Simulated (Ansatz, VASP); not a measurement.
## Two plane-wave programs on SiC

```xyz
2
Lattice="0.0000 2.1785 2.1785 2.1785 0.0000 2.1785 2.1785 2.1785 0.0000" Properties=species:S:1:pos:R:3 pbc="T T T"
Si    0.0000    0.0000    0.0000
C     1.0892    1.0892    1.0892
```

Alike in both runs: functional PBEsol; k mesh 10 × 10 × 10; occupations gaussian, width 0.02 eV; no spin polarisation.

Ansatz relaxed the structure, and its values are those at the end. VASP's run is a single point on that final structure, the one shown.

|  | VASP | Ansatz |
| --- | --- | --- |
| version | VASP 6.6.1 | Ansatz 0.2.0 |
| potentials or method | VASP PAW PBE potentials, release 64 (Si, C), cutoff 600 eV | scalar-relativistic, plane waves, PAW |
| valence electrons in the cell | 8 | 8 |

VASP gave:

- gap on the k mesh at the Fermi level (eV): 1.23
- least direct gap on the mesh (eV): 4.44
- pressure (GPa): 0.2

Task: Which values does Ansatz return?

Result: gap on the k mesh at the Fermi level (eV): 1.24; least direct gap on the mesh (eV): 4.46; pressure (GPa): 0.0.

VASP's potentials were made for PBE, not for PBEsol, and Ansatz warns of the same on its side. With one functional, cell and mesh, what is left measures potentials, basis and numerics.
